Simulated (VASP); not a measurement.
# ZnCu (Pm-3m) in VASP: settings compared, part 2 of 2

VASP 6.6.1. Earlier steps stand in the parts before.

**3. Relaxation of cell and atoms, PBEsol**

File INCAR:

```
SYSTEM = ZnCu
PREC     = Accurate       ! precision mode
ENCUT    = 600            ! plane-wave cutoff, eV
EDIFF    = 1E-7           ! SCF threshold, eV
ISMEAR   = -1             ! smearing method
SIGMA    = 0.05           ! smearing width, eV
LREAL    = .False.        ! projectors in reciprocal space
LASPH    = .True.         ! aspherical terms in the spheres
NELM     = 100            ! most SCF steps
ALGO     = Normal         ! electronic algorithm
ISIF     = 3              ! what is computed and relaxed
LWAVE    = .False.        ! write WAVECAR
LCHARG   = .False.        ! write CHGCAR
GGA      = PS             ! functional
IBRION   = 2              ! ionic algorithm
NSW      = 60             ! ionic steps
EDIFFG   = -0.01          ! ionic threshold
```

File KPOINTS:

```
regular mesh
0
Gamma
  9 9 9
  0 0 0
```

File POSCAR:

```
ZnCu
1.0
    2.9450000000      0.0000000000      0.0000000000
    0.0000000000      2.9450000000      0.0000000000
    0.0000000000      0.0000000000      2.9450000000
Zn Cu
1 1
Direct
    0.5000000000      0.5000000000      0.5000000000
    0.0000000000      0.0000000000      0.0000000000
```

Potentials or basis: VASP PAW PBE potentials, release 64 (Zn, Cu).

On the command line:

```
cat potpaw_PBE.64/Zn/POTCAR potpaw_PBE.64/Cu/POTCAR > POTCAR
mpirun -np 1 vasp_std > vasp.out
```

OUTCAR:

```text
SYSTEM = ZnCu
   PREC = Accurate
   ENCUT = 600
   EDIFF = 1E-7
   ISMEAR = -1
   LREAL = .False.
   LASPH = .True.
   NELM = 100
   ISIF = 3
   GGA = PS
   IBRION = 2
   NSW = 60
   EDIFFG = -0.01

 ion  position               nearest neighbor table
   1  0.500  0.500  0.500-   2 2.55   2 2.55   2 2.55   2 2.55   2 2.55   2 2.55   2 2.55   2 2.55

   2  0.000  0.000  0.000-   1 2.55   1 2.55   1 2.55   1 2.55   1 2.55   1 2.55   1 2.55   1 2.55

  LATTYP: Found a simple cubic cell.
 ALAT       =     2.9450000000

  Lattice vectors:

 A1 = (   2.9450000000,   0.0000000000,   0.0000000000)
 A2 = (   0.0000000000,   2.9450000000,   0.0000000000)
 A3 = (   0.0000000000,   0.0000000000,   2.9450000000)

Analysis of symmetry for initial positions (statically):
=====================================================================
 Subroutine PRICEL returns:
 Original cell was already a primitive cell.

 Routine SETGRP: Setting up the symmetry group for a
 simple cubic supercell.

 Subroutine GETGRP returns: Found 48 space group operations
 (whereof 48 operations were pure point group operations)
 out of a pool of 48 trial point group operations.

The static configuration has the point symmetry O_h .

[... 170 lines left out ...]
  in kB      -37.8651184    -37.8651184    -37.8651184     -0.0000000      0.0000000     -0.0000000
  external PRESSURE =     -37.8651184 kB  Pullay stress =       0.0000000 kB
[... 59 lines left out ...]
--------------------------------------- Ionic step        3  -------------------------------------------

 number of electron      22.9999985 magnetization

 Free energy of the ion-electron system (eV)
  ---------------------------------------------------
  ext. energy  EPLUGINS =         0.00000000
  ---------------------------------------------------
  free energy    TOTEN  =        -6.08247828 eV

  energy without entropy =       -6.07844456  energy(sigma->0) =       -6.08046142

 E-fermi :   5.7125     XC(G=0): -12.7397

 val. band max:        5.6204049943   @ k =   0.3333   0.3333   0.0000
 cond. band min:       5.8210299794   @ k =   0.4444   0.4444   0.2222
 fundamental gap:      0.2006249851
 Fermi energy:         5.7125343245

 k-point     1 :       0.0000    0.0000    0.0000
  band No.  band energies     occupation
      1      -4.9472      2.00000
      2      -2.2659      2.00000
      3      -2.2659      2.00000
      4      -1.5151      2.00000
      5      -1.5151      2.00000
      6      -1.5151      2.00000
      7       2.0008      2.00000
      8       2.0008      2.00000
      9       2.8768      2.00000
     10       2.8768      2.00000
     11       2.8768      2.00000
     12      11.9630      0.00000
     13      11.9630      0.00000
     14      11.9630      0.00000
[... 401 lines left out ...]
      2      -2.0384      2.00000
      3      -1.8158      2.00000
      4      -1.7541      2.00000
      5      -1.4251      2.00000
      6       0.4716      2.00000
      7       1.6589      2.00000
      8       2.2461      2.00000
      9       2.3603      2.00000
     10       2.7994      2.00000
     11       3.2623      2.00000
     12       4.5034      2.00000
     13       9.0015      0.00000
     14      10.8725      0.00000
     15      16.0666      0.00000

 [... further k-points ...]
[... 5 lines left out ...]
  --------------------------------------------------------------------------------------
  -------------------------------------------------------------------------------------
  Total        0.0028938      0.0028938      0.0028938      0.0000000      0.0000000      0.0000000
  in kB        0.1871916      0.1871916      0.1871916      0.0000000      0.0000000      0.0000000
  external PRESSURE =       0.1871916 kB  Pullay stress =       0.0000000 kB
[... 17 lines left out ...]
  FREE ENERGIE OF THE ION-ELECTRON SYSTEM (eV)
  ---------------------------------------------------
  free  energy   TOTEN  =        -6.0824782804 eV

  energy  without entropy=       -6.0784445582  energy(sigma->0) =       -6.08046142

 reached required accuracy - stopping structural energy minimisation
```

OSZICAR:

```text
N       E                     dE             d eps       ncg     rms          rms(c)
DAV:   1     0.115631145662E+03    0.11563E+03   -0.12951E+04  1082   0.285E+03
[... 28 lines left out ...]
DAV:   3    -0.608691670257E+01    0.20658E-01   -0.13951E-01  1094   0.118E+01    0.574E-01
DAV:   4    -0.608344368227E+01    0.34730E-02   -0.79617E-03  1375   0.279E+00    0.222E-01
DAV:   5    -0.608247711580E+01    0.96657E-03   -0.80754E-04  1652   0.526E-01    0.165E-02
DAV:   6    -0.608247580267E+01    0.13131E-05   -0.51732E-05  1443   0.159E-01    0.605E-03
DAV:   7    -0.608247812513E+01   -0.23225E-05   -0.15361E-06  1621   0.244E-02    0.918E-04
DAV:   8    -0.608247827085E+01   -0.14572E-06   -0.19778E-07   759   0.789E-03    0.833E-04
DAV:   9    -0.608247828045E+01   -0.96024E-08   -0.19970E-08   532   0.318E-03
   3 F= -.60824783E+01 E0= -.60804614E+01  d E =-.946846E-02
```

CONTCAR:

```text
ZnCu
   1.00000000000000
     2.9149493006950475   -0.0000000000000000   -0.0000000000000000
    -0.0000000000000000    2.9149493006950475   -0.0000000000000000
     0.0000000000000000    0.0000000000000000    2.9149493006950475
  Zn              Cu
     1     1
Direct
     0.5000000000000000    0.5000000000000000    0.5000000000000000
     0.0000000000000000    0.0000000000000000    0.0000000000000000

  0.00000000E+00  0.00000000E+00  0.00000000E+00
  0.00000000E+00  0.00000000E+00  0.00000000E+00
```

It took 49 s on 1 thread of Intel Xeon 8259CL, shared host; peak memory 0.15 GiB.

What came out:

```yaml
Free_energy: -6.0825 eV
Relaxed_volume: 12.38 Å³/atom
Relaxed_cell: a = 2.915 Å, b = 2.915 Å, c = 2.915 Å, α = 90.00°, β = 90.00°, γ = 90.00°
Space_group_after_relaxing_to_0.05_Å: Pm-3m (No. 221)
Energy_gained_by_relaxing: 4.7 meV/atom
Ionic_steps: 3
Pressure_after_relaxing: 0.0 GPa
```

Step by step:
```csv
step,energy change (eV),largest force (eV/Å),pressure (GPa),volume (Å³)
1,0.0000,0.0000,-3.79,25.54
2,-0.0076,0.0000,1.85,24.44
3,-0.0095,0.0000,0.02,24.77
```

Final structure:
```cif
data_structure
_symmetry_space_group_name_H-M 'P 1'
_symmetry_Int_Tables_number 1
_cell_length_a 2.9149
_cell_length_b 2.9149
_cell_length_c 2.9149
_cell_angle_alpha 90.000
_cell_angle_beta 90.000
_cell_angle_gamma 90.000
_cell_volume 24.77
loop_
_atom_site_label
_atom_site_type_symbol
_atom_site_fract_x
_atom_site_fract_y
_atom_site_fract_z
_atom_site_occupancy
Zn1 Zn 0.50000 0.50000 0.50000 1
Cu1 Cu 0.00000 0.00000 0.00000 1
```

Levels at points of the mesh, in eV from the Fermi level:
| k point | band 9 | band 10 | band 11 | band 12 | band 13 | band 14 |
| --- | --- | --- | --- | --- | --- | --- |
| (0.00, 0.00, 0.00) | -2.84 | -2.84 | -2.84 | 6.25 | 6.25 | 6.25 |

Caveat: the PAW data sets were made with another functional, which shifts forces and pressure a little.
